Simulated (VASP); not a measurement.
## WC: relaxation of the atoms with LDA

The system is WC.

```
W C
1.0
     0.00000    2.19268    2.19268
     2.19268    0.00000    2.19268
     2.19268    2.19268    0.00000
W C
1 1
Direct
  0.00000 0.00000 0.00000
  0.50000 0.50000 0.50000
```

```
Program                : VASP 6.6.1
Task                   : relaxation of the atoms
Functional             : LDA
Potentials or basis    : VASP PAW LDA potentials, release 64 (W_sv, C)
Cutoff                 : 520 eV
k mesh                 : 4 × 4 × 4, shifted
Occupations            : fermi-dirac, width 0.1 eV
Spin                   : no spin polarisation
Dipole correction      : no
Mended                 : yes
Further INCAR settings : ALGO = Normal; EDIFF = 1e-07; ISYM = -1; IBRION = 2; EDIFFG = -0.001; NSW = 100
```

```json
{"Pressure after relaxing": "-14.0 GPa", "Band gap on the k mesh": "zero (bands 9 and 10 overlap by 2.38 eV)"}
```

Final structure:
```
W C
1.0
     0.00000    2.19268    2.19268
     2.19268    0.00000    2.19268
     2.19268    2.19268    0.00000
W C
1 1
Direct
  0.00000 0.00000 0.00000
  0.50000 0.50000 0.50000
```

Levels at points of the mesh, in eV from the Fermi level:
| k point | band 7 | band 8 | band 9 | band 10 | band 11 | band 12 |
| --- | --- | --- | --- | --- | --- | --- |
| (0.12, 0.12, 0.12) | -3.44 | -3.44 | -2.04 | -2.04 | -0.47 | 1.77 |

It took 10 s on 1 thread of Intel(R) Xeon(R) Platinum 8259CL CPU @ 2.50GHz (Skylake/Cascade Lake), on a shared host, peak memory 0.13 GiB.

Caveat: the relaxation stopped at its first step, so nothing moved; spin-orbit coupling is left out, which moves the levels of the heavy elements.
